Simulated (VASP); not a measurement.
Write the native input for VASP 6.6.1 that does the following.

```yaml
Task: relaxation of cell and atoms
Functional: LDA
Potentials_or_basis: VASP PAW LDA potentials, release 64 (Mg, S)
Cutoff: 600 eV
k_mesh: 8 × 8 × 8
Occupations: gaussian, width 0.01 eV
Spin: no spin polarisation
Target_pressure: 7 GPa
Dipole_correction: no
Further_INCAR_settings: ALGO = Normal; EDIFF = 1e-06; IBRION = 2; EDIFFG = -0.002; NSW = 100; ISIF = 3
```

The structure of MgS lies in POSCAR:

```
MgS
1.0
    0.0000000000      2.5641819422      2.5641819422
    2.5641819422      0.0000000000      2.5641819422
    2.5641819422      2.5641819422      0.0000000000
Mg S
1 1
Direct
    0.0000000000      0.0000000000      0.0000000000
    0.5000000000      0.5000000000      0.5000000000
```

One way to write it, as run:

INCAR

```
SYSTEM = MgS
  PREC = Accurate
  ENCUT = 600
  EDIFF = 1E-6
  ISMEAR = 0
  SIGMA = 0.01
  LREAL = .FALSE.
  LASPH = .TRUE.
  NELM = 100
  ALGO = Normal
  ISIF = 3
  LWAVE = .FALSE.
  LCHARG = .FALSE.
  IBRION = 2
  NSW = 100
  EDIFFG = -0.002
  PSTRESS = 70.0
```

KPOINTS

```
regular mesh
0
G
  8 8 8
  0 0 0
```

Potentials or basis: VASP PAW LDA potentials, release 64 (Mg, S).

Launch:

```sh
$ cat potpaw_LDA.64/Mg/POTCAR potpaw_LDA.64/S/POTCAR > POTCAR
$ mpirun -np 1 vasp_std > vasp.out
```

It gave:

- Relaxed volume: 15.61 Å³/atom
- Relaxed cell: a = 3.534 Å, b = 3.534 Å, c = 3.534 Å, α = 60.00°, β = 60.00°, γ = 60.00°
- Space group after relaxing (to 0.05 Å): Fm-3m (No. 225)
- Energy change on relaxing (the enthalpy is what falls): +23.4 meV/atom
- Ionic steps: 3
- Pressure after relaxing: 7.0 GPa
- Band gap on the k mesh: 2.81 eV, indirect (least direct gap 4.52 eV)

Caveat: the cell is relaxed towards a set pressure, so the enthalpy falls and the energy may rise.

It took 17 s on 1 thread of AMD EPYC 7R43 64-Core Processor (Zen 3), on a shared host, peak memory 0.13 GiB.
